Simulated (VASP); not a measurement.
Runs of VASP 6.6.1 on FeCo (Wairauite). The structure is that of space group Pm-3m (No. 221), or close to it. The cells are those of the table. 

```csv
cell,gap on the mesh (eV),pressure (GPa)
"a = 2.723 Å, 2 atoms",none,10.4
"a = 2.761 Å, 2 atoms",none,-0.8
"a = 2.779 Å, 2 atoms",none,(a)
"a = 2.797 Å, 2 atoms",none,-9.7
```

Alike in all rows: task single point; level PBE; potentials or basis VASP PAW PBE potentials, release 64 (Fe, Co); no spin polarisation; k mesh 16 × 16 × 16; cutoff (eV) 600; smearing gaussian 0.05 eV.

Problem. Estimate the missing entries.

Solution. (a) -5.5.

Caveats: the run has no spin polarisation, though such a crystal can be magnetic.

A gap of «none» marks levels without a gap at the run's occupations.
